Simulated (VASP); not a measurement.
A run of VASP 6.6.1:

The input INCAR:

```
  ALGO = Normal
  DIPOL = 0.5 0.5 0.494
  EDIFF = 1E-6
  ENCUT = 520
  GGA = PE
  IDIPOL = 3
  ISIF = 2
  ISMEAR = 0
  LASPH = True
  LCHARG = False
  LDIPOL = True
  LREAL = False
  LWAVE = False
  NBANDS = 10
  NELM = 100
  PREC = Accurate
  SIGMA = 0.1
```

File KPOINTS:

```
k-points
0
Gamma
  12 12 1
```

POSCAR

```
LiBH
1.0
    2.4615932800      0.0000000000      0.0000000000
   -1.2307963800      2.1318022800      0.0000000000
    0.0000000000      0.0000000000     17.0000000000
Li B H
1 1 1
Direct
    0.0000000000      0.0000000000      0.4812941200
    0.6666666700      0.3333333300      0.5709592200
    0.3333333300      0.6666666700      0.4290407800
```

Potentials or basis: VASP PAW PBE potentials, release 64 (Li_sv, B, H).

Command:

```bash
$ cat potpaw_PBE.64/Li_sv/POTCAR potpaw_PBE.64/B/POTCAR potpaw_PBE.64/H/POTCAR > POTCAR
$ mpirun -np 1 vasp_std > vasp.out
```

Hardware: 1 thread of Intel Xeon 8259CL (shared host).

Question: Estimate the wall time of this run.

Answer: It took 43 s on 1 thread of Intel Xeon 8259CL, on a shared host, peak memory 0.19 GiB. Counts: scf iterations 20, k points 19.
